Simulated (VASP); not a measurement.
# BAs (F-43m) in VASP: notebook, part 2 of 2

VASP 6.6.1. The steps go on from the part before.

## (5) Single point, PBE

The input, INCAR:

```
SYSTEM = BAs
ALGO = Normal
EDIFF = 1E-6
ENCUT = 520
GGA = PE
ISIF = 2
ISMEAR = 0
LASPH = .True.
LCHARG = .False.
LREAL = .False.
LWAVE = .False.
NBANDS = 11
NELM = 60
PREC = Accurate
SIGMA = 0.1
```

The input, KPOINTS:

```
k-points
0
Gamma
  13 13 13
  0 0 0
```

The input, POSCAR:

```
BAs
1.0
    0.0000000000      2.3885000000      2.3885000000
    2.3885000000      0.0000000000      2.3885000000
    2.3885000000      2.3885000000      0.0000000000
As B
1 1
Direct
    0.7500000000      0.7500000000      0.7500000000
    0.0000000000      0.0000000000      0.0000000000
```

Potentials or basis: VASP PAW PBE potentials, release 64 (As, B).

The run is started by

```
cat potpaw_PBE.64/As/POTCAR potpaw_PBE.64/B/POTCAR > POTCAR
mpirun -np 1 vasp_std > vasp.out
```

OUTCAR:

```text
SYSTEM = BAs
   EDIFF = 1E-6
   ENCUT = 520
   GGA = PE
   ISIF = 2
   ISMEAR = 0
   LASPH = .True.
   LREAL = .False.
   NELM = 60
   PREC = Accurate

 ion  position               nearest neighbor table
   1  0.750  0.750  0.750-   2 2.07   2 2.07   2 2.07   2 2.07
   2  0.000  0.000  0.000-   1 2.07   1 2.07   1 2.07   1 2.07

  LATTYP: Found a face centered cubic cell.
 ALAT       =     4.7770000000

  Lattice vectors:

 A1 = (   0.0000000000,   2.3885000000,   2.3885000000)
 A2 = (   2.3885000000,   0.0000000000,   2.3885000000)
 A3 = (   2.3885000000,   2.3885000000,   0.0000000000)

Analysis of symmetry for initial positions (statically):
=====================================================================
 Subroutine PRICEL returns:
 Original cell was already a primitive cell.

 Routine SETGRP: Setting up the symmetry group for a
 face centered cubic supercell.

 Subroutine GETGRP returns: Found 24 space group operations
 (whereof 24 operations were pure point group operations)
 out of a pool of 48 trial point group operations.

The static configuration has the point symmetry T_d .

Analysis of symmetry for dynamics (positions and initial velocities):
[... 167 lines left out ...]
 k-point     1 :       0.0000    0.0000    0.0000
  band No.  band energies     occupation
      1      -9.2750      2.00000
      2       6.1261      2.00000
      3       6.1261      2.00000
      4       6.1261      2.00000
      5       9.4027      0.00000
      6       9.4027      0.00000
      7       9.4027      0.00000
      8      10.8129      0.00000
      9      15.7089      0.00000
     10      19.0767      0.00000
     11      19.0767      0.00000
[... 309 lines left out ...]
 k-point    24 :       0.4615    0.1538    0.0000
  band No.  band energies     occupation
      1      -6.5370      2.00000
      2      -1.7235      2.00000
      3       2.8424      2.00000
      4       3.5753      2.00000
      5       9.2006      0.00000
      6      11.4749      0.00000
      7      12.4242      0.00000
      8      14.0605      0.00000
      9      17.8570      0.00000
     10      20.2108      0.00000
     11      21.1466      0.00000

 [... further k-points ...]
[... 5 lines left out ...]
  --------------------------------------------------------------------------------------
  -------------------------------------------------------------------------------------
  Total        0.5826523      0.5826523      0.5826523     -0.0000000     -0.0000000     -0.0000000
  in kB       34.2542396     34.2542396     34.2542396     -0.0000000     -0.0000000     -0.0000000
  external PRESSURE =      34.2542396 kB  Pullay stress =       0.0000000 kB

 VOLUME and BASIS-vectors are now :
 -----------------------------------------------------------------------------
  energy-cutoff  :      520.00
  volume of cell :       27.25
      direct lattice vectors                 reciprocal lattice vectors
     0.000000000  2.388500000  2.388500000    -0.209336404  0.209336404  0.209336404
     2.388500000  0.000000000  2.388500000     0.209336404 -0.209336404  0.209336404
     2.388500000  2.388500000  0.000000000     0.209336404  0.209336404 -0.209336404

 POSITION                                       TOTAL-FORCE (eV/Angst)
 -----------------------------------------------------------------------------------
      3.58275      3.58275      3.58275         0.000000      0.000000      0.000000
      0.00000      0.00000      0.00000        -0.000000     -0.000000     -0.000000
 -----------------------------------------------------------------------------------
    total drift:                                0.000000      0.000000      0.000000

  FREE ENERGIE OF THE ION-ELECTRON SYSTEM (eV)
  ---------------------------------------------------
  free  energy   TOTEN  =       -11.4067712703 eV

  energy  without entropy=      -11.4067712703  energy(sigma->0) =      -11.40677127
```

OSZICAR:

```text
N       E                     dE             d eps       ncg     rms          rms(c)
DAV:   1     0.125301889236E+02    0.12530E+02   -0.38488E+03  1856   0.651E+02
DAV:   2    -0.113238539717E+02   -0.23854E+02   -0.22824E+02  2457   0.104E+02
DAV:   3    -0.120439466020E+02   -0.72009E+00   -0.71855E+00  2298   0.170E+01
DAV:   4    -0.120459151754E+02   -0.19686E-02   -0.19685E-02  2053   0.997E-01
DAV:   5    -0.120459180700E+02   -0.28946E-05   -0.28946E-05  2241   0.416E-02    0.493E+00
DAV:   6    -0.114725988696E+02    0.57332E+00   -0.15822E+00  1962   0.511E+00    0.240E+00
DAV:   7    -0.114130952779E+02    0.59504E-01   -0.19352E-01  2172   0.216E+00    0.984E-01
DAV:   8    -0.114063074516E+02    0.67878E-02   -0.20200E-02  2082   0.808E-01    0.981E-02
DAV:   9    -0.114066103903E+02   -0.30294E-03   -0.76059E-04  2117   0.160E-01    0.585E-02
DAV:  10    -0.114067652660E+02   -0.15488E-03   -0.19080E-04  1985   0.843E-02    0.121E-02
DAV:  11    -0.114067711332E+02   -0.58672E-05   -0.53390E-06  2254   0.155E-02    0.105E-02
DAV:  12    -0.114067712703E+02   -0.13706E-06   -0.26937E-06  1950   0.896E-03
   1 F= -.11406771E+02 E0= -.11406771E+02  d E =-.204096E-12
```

Wall time 29 s (1 thread of Intel Xeon Platinum 8259CL at 2.50GHz (Skylake/Cascade Lake), shared host); peak memory 0.17 GiB.

What came out:

| Quantity | Value |
| --- | --- |
| Free energy | -11.4068 eV |
| Pressure | 3.4 GPa |
| Band gap on the k mesh | 1.18 eV, indirect (least direct gap 3.28 eV) |

A k mesh can miss the band edges. Expect the measured gap to be larger: semilocal functionals such as PBE lack the derivative discontinuity.

## (6) Single point, PBE

The input, INCAR:

```
PREC = Accurate ; ENCUT = 520
EDIFF = 1E-6 ; ISMEAR = 0
SIGMA = 0.1 ; LREAL = False
LASPH = True ; NELM = 60
ALGO = Normal ; ISIF = 2
LWAVE = False ; LCHARG = False
GGA = PE ; NBANDS = 11
```

The input, KPOINTS:

```
regular mesh
0
Gamma
  16 16 16
```

POSCAR is that of step 5.

Potentials or basis: VASP PAW PBE potentials, release 64 (As, B).

The run is started by

```
cat potpaw_PBE.64/As/POTCAR potpaw_PBE.64/B/POTCAR > POTCAR
mpirun -np 1 vasp_std > vasp.out
```

It took 43 s on 1 thread of Intel Xeon Platinum 8259CL at 2.50GHz (Skylake/Cascade Lake), shared host; peak memory 0.19 GiB.

The run converged. Its results:

| Property | Result |
| --- | --- |
| Free energy | -11.4068 eV |
| Pressure | 3.4 GPa |
| Band gap on the k mesh | 1.19 eV, indirect (least direct gap 3.28 eV) |

Levels at points of the mesh, in eV from the valence-band top:
```csv
k point,band 2,band 3,band 4,band 5,band 6,band 7
"(0.00, 0.00, 0.00)",0.00,0.00,0.00,3.28,3.28,3.28
"(0.50, 0.00, 0.00)",-8.79,-1.82,-1.82,2.69,4.78,4.78
"(0.50, 0.50, 0.00)",-8.53,-4.08,-4.08,1.43,1.44,11.37
```

A k mesh can miss the band edges.

## (7) Overview

```csv
k mesh,gap on the mesh (eV),pressure (GPa)
7 × 7 × 7,1.20,3.4
9 × 9 × 9,1.23,3.4
11 × 11 × 11,1.20,3.4
13 × 13 × 13,1.18,3.4
16 × 16 × 16,1.19,3.4
```

Alike in all rows: task single point; level PBE; potentials or basis VASP PAW PBE potentials, release 64 (As, B); no spin polarisation; cell as given; cutoff (eV) 520; smearing gaussian 0.1 eV.

On the cell as given the gap runs from 1.18 eV (PBE) to 1.23 eV (PBE); the meshes differ, which moves gaps too.

Absolute energies hang on the potentials; compare differences alone.
